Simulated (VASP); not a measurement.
Here is a VASP 6.6.1 calculation.

File INCAR:

```
PREC = Accurate
ENCUT = 520
EDIFF = 1E-7
ISMEAR = 0
SIGMA = 0.1
LREAL = F
LASPH = T
NELM = 80
ALGO = Fast
ISIF = 2
LWAVE = F
LCHARG = F
GGA = PS
NBANDS = 12
```

File KPOINTS:

```
regular mesh
0
Gamma
  14 14 14
```

The input POSCAR:

```
Cu
1.0
   -1.4471553690      1.4337440392      1.3601266570
    1.4472463215     -1.4399025159      1.3666790560
    1.4638359032      1.4565830501     -1.3665836942
Cu
1
Direct
   -0.0017728543     -0.0219278576      0.0249258529
```

Potentials or basis: VASP PAW PBE potentials, release 64 (Cu).

The run is started by

```sh
$ cat potpaw_PBE.64/Cu/POTCAR > POTCAR
$ mpirun -np 1 vasp_std > vasp.out
```

Predict the band gap on the k mesh.

zero (an odd number of electrons rules out a gap without spin polarisation).

Estimate the pressure.

-0.9 GPa.

Stress tensor (GPa, compression positive):
```
-0.70 -1.06 -0.03
-1.06 -0.67  0.34
-0.03  0.34 -1.30
```

Caveat: the cell differs from its parent crystal (the cell strained at random); the PAW data sets were made with another functional, which shifts forces and pressure a little.
